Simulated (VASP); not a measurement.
Al, 1 atom in the cell. It takes space group Im-3m (No. 229, cubic). Conventional cell: a = 3.182 Å, b = 3.182 Å, c = 3.182 Å, α = 90.00°, β = 90.00°, γ = 90.00°. Within 3.6 Å of Al (site symmetry m-3m) lie 14 Al at 2.76 to 3.18 Å. 

- Program: VASP 6.6.1
- Task: single point
- Functional: PBE
- Potentials or basis: VASP PAW PBE potentials, release 64 (Al)
- Cutoff: 520 eV
- k mesh: 14 × 14 × 14
- Occupations: gaussian, width 0.05 eV
- Spin: no spin polarisation
- Dipole correction: no
- Further INCAR settings: ALGO = Normal; EDIFF = 1e-06; NBANDS = 8

Potentials or basis: VASP PAW PBE potentials, release 64 (Al).

Command:

```sh
$ cat potpaw_PBE.64/Al/POTCAR > POTCAR
$ mpirun -np 1 vasp_std > vasp.out
```

Hardware: 1 thread of AMD EPYC 9R14 (Zen 4), on a shared host.

Problem. Estimate the wall time of this run.

Solution. Run time: 6.6 s on 1 thread of AMD EPYC 9R14 (Zen 4), on a shared host, peak memory 0.09 GiB. Counts: scf iterations 10, k points 104.
